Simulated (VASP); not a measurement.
Write the native input for VASP 6.6.1 that does the following.

- Task: single point
- Functional: PBE
- Potentials or basis: VASP PAW PBE potentials, release 64 (Ta_pv, B, N)
- Cutoff: 600 eV
- k mesh: 6 × 6 × 6
- Occupations: gaussian, width 0.1 eV
- Spin: collinear spin
- Starting moments: [1.0, 1.0, 1.0, 0.0, 0.0, 0.0] μB
- Dipole correction: no
- Further INCAR settings: ALGO = Normal; EDIFF = 1e-06; NBANDS = 35

The structure of Ta3B2N lies in POSCAR:

```
Ta3B2N
1.0
    5.7294914270      0.0000000000      0.0000000000
   -2.8647457135      4.9618851266      0.0000000000
    0.0000000000      0.0000000000      3.1408956691
Ta B N
3 2 1
Direct
    0.5000000000      0.0000000000      0.5000000000
    0.0000000000      0.5000000000      0.5000000000
    0.5000000000      0.5000000000      0.5000000000
    0.6666666667      0.3333333333      0.0000000000
    0.3333333333      0.6666666667      0.0000000000
    0.0000000000      0.0000000000      0.0000000000
```

The cell was generated, and may not be a known phase.

These files were run (other wordings do the same):

INCAR

```
PREC = Accurate
ENCUT = 600
EDIFF = 1E-6
ISMEAR = 0
SIGMA = 0.1
LREAL = False
LASPH = True
NELM = 200
ALGO = Normal
ISIF = 2
LWAVE = False
LCHARG = False
ISPIN = 2
MAGMOM = 1 1 1 0 0 0
LORBIT = 11
LMAXMIX = 4
GGA = PE
NBANDS = 35
GGA_COMPAT = False
```

KPOINTS

```
regular mesh
0
Gamma
  6 6 6
```

Potentials or basis: VASP PAW PBE potentials, release 64 (Ta_pv, B, N).

Launch:

```bash
$ cat potpaw_PBE.64/Ta_pv/POTCAR potpaw_PBE.64/B/POTCAR potpaw_PBE.64/N/POTCAR > POTCAR
$ mpirun -np 1 vasp_std > vasp.out
```

It gave:

```json
{"Pressure": "0.6 GPa", "Net moment": "-0.45 μB per cell", "Site moments": "Ta +0.06; B -0.02; N -0.49 μB", "Valence electrons inside the program's atomic spheres": "Ta 8.91; B 1.98; N 3.29"}
```

Caveat: a moment this small can come from the mesh or the smearing.

Run time: 10 min on 1 thread of Oxide Virtual Turin-like Processor (shared host), peak memory 0.35 GiB.
